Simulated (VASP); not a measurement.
Set up this calculation in VASP 6.6.1, as the native input.

```
Task                   : single point
Functional             : r2SCAN
Potentials or basis    : VASP PAW PBE potentials, release 64 (Pt, Al)
Cutoff                 : 520 eV
k mesh                 : 5 × 5 × 5
Occupations            : fermi-dirac, width 0.0377 eV
Spin                   : no spin polarisation
Dipole correction      : no
Further INCAR settings : ALGO = Normal; EDIFF = 1e-06; NBANDS = 15
```

Crystal: Al2Pt.

```xyz
3
Lattice="0.0000 2.9501 2.9501 2.9501 0.0000 2.9501 2.9501 2.9501 0.0000" Properties=species:S:1:pos:R:3 pbc="T T T"
Pt    0.0000    0.0000    0.0000
Al    1.4751    1.4751    1.4751
Al    4.4252    4.4252    4.4252
```

These files were run (other wordings do the same):

POSCAR

```
Al2Pt
1.0
    0.0000000000      2.9501491000      2.9501491000
    2.9501491000      0.0000000000      2.9501491000
    2.9501491000      2.9501491000      0.0000000000
Pt Al
1 2
Direct
    0.0000000000      0.0000000000      0.0000000000
    0.2500000000      0.2500000000      0.2500000000
    0.7500000000      0.7500000000      0.7500000000
```

INCAR.step1

```
ALGO = Normal ; EDIFF = 1E-4
ENCUT = 520 ; GGA = PE
ISMEAR = -1 ; LASPH = True
LCHARG = False ; LREAL = False
LWAVE = True ; NBANDS = 15
NELM = 80 ; PREC = Accurate
SIGMA = 0.0377
```

INCAR.step2

```
ALGO = Normal ; EDIFF = 1E-6
ENCUT = 520 ; ISIF = 2
ISMEAR = -1 ; ISTART = 1
LASPH = True ; LCHARG = False
LMIXTAU = True ; LREAL = False
LWAVE = False ; METAGGA = R2SCAN
NBANDS = 15 ; NELM = 80
PREC = Accurate ; SIGMA = 0.0377
```

KPOINTS

```
k-points
0
Gamma
  5 5 5
```

Potentials or basis: VASP PAW PBE potentials, release 64 (Pt, Al).

Run with:

```bash
$ cat potpaw_PBE.64/Pt/POTCAR potpaw_PBE.64/Al/POTCAR > POTCAR
$ cp INCAR.step1 INCAR
$ mpirun -np 1 vasp_std > vasp.out
$ cp INCAR.step2 INCAR
$ mpirun -np 1 vasp_std > vasp.out
```

It gave:

```yaml
Pressure: 0.1 GPa
Band_gap_on_the_k_mesh: zero (bands 8 and 9 overlap by 5.22 eV)
```

Caveat: the k points lie up to 0.37 Å⁻¹ apart, too coarse for converged energies and pressures of a metal; the PAW data sets were made with another functional, which shifts forces and pressure a little; spin-orbit coupling is left out, which moves the levels of the heavy elements.

Wall time 22 s on 1 thread of Intel(R) Xeon(R) 6975P-C (Granite Rapids) (shared host), peak memory 0.19 GiB.
